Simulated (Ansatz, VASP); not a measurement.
Given: the input of a run of VASP 6.6.1 on Cu.

Contents of INCAR:

```
PREC = Accurate
ENCUT = 700
EDIFF = 1E-6
ISMEAR = -1
SIGMA = 0.05
LREAL = F
LASPH = T
NELM = 120
ALGO = Normal
ISIF = 2
LWAVE = F
LCHARG = T
GGA = CA
LELF = T
LVHAR = T
NBANDS = 16
GGA_COMPAT = F
```

KPOINTS

```
Automatic mesh
0
Gamma
  13 13 13
```

POSCAR

```
Cu
1.0
   -1.4133402940      1.4133402940      1.3479902729
    1.4133402940     -1.4133402940      1.3479902729
    1.4133402940      1.4133402940     -1.3479902729
Cu
1
Direct
    0.0000000000      0.0000000000      0.0000000000
```

Potentials or basis: VASP PAW LDA potentials, release 64 (Cu_sv_GW).

The run is started by

```sh
$ cat potpaw_LDA.64/Cu_sv_GW/POTCAR > POTCAR
$ mpirun -np 1 vasp_std > vasp.out
```

Set up the same calculation for Ansatz 0.2.0. Potentials there: Ansatz PAW.

As run (the cutoff follows the program's own potentials):

Contents of input.yaml:

```yaml
crystal:
  lattice:
    - [-1.413340294, 1.413340294, 1.3479902729]
    - [1.413340294, -1.413340294, 1.3479902729]
    - [1.413340294, 1.413340294, -1.3479902729]
  atoms:
    - { symbol: Cu, position: [0.0, 0.0, 0.0] }
hamiltonian:
  xc: lda
  pseudopotentials: { kind: paw }
kpoints:
  mp_grid: { grid: [13, 13, 13] }
scf:
  occupations: { method: fermi_dirac, width: 0.05 }
output:
  forces: true
  stress: true
  eigenvalues: true
```

Potentials or basis: Ansatz PAW.

Run with:

```bash
$ ansatz run input.yaml --threads 2 --pin off --max-ram 5632MiB --backend cpu --events-out ev --progress --plain --runs-dir out
```

Both were run:

|  | VASP | Ansatz | Ansatz less VASP |
| --- | --- | --- | --- |
| gap on the k mesh at the Fermi level (eV) | none | none | - |
| pressure (GPa) | -1.5 | 2.8 | +4.30 |
| traceless stress, the component that is largest in VASP (GPa) | 0.18 | 0.16 | -0.013 |

LDA's correlation is that of Perdew and Zunger in VASP and of Perdew and Wang (1992) in Ansatz. A gap of «none» marks a metal or a gap that the smearing closes. One of these differences is far larger than is usual between the two programs; its cause wasn't traced.
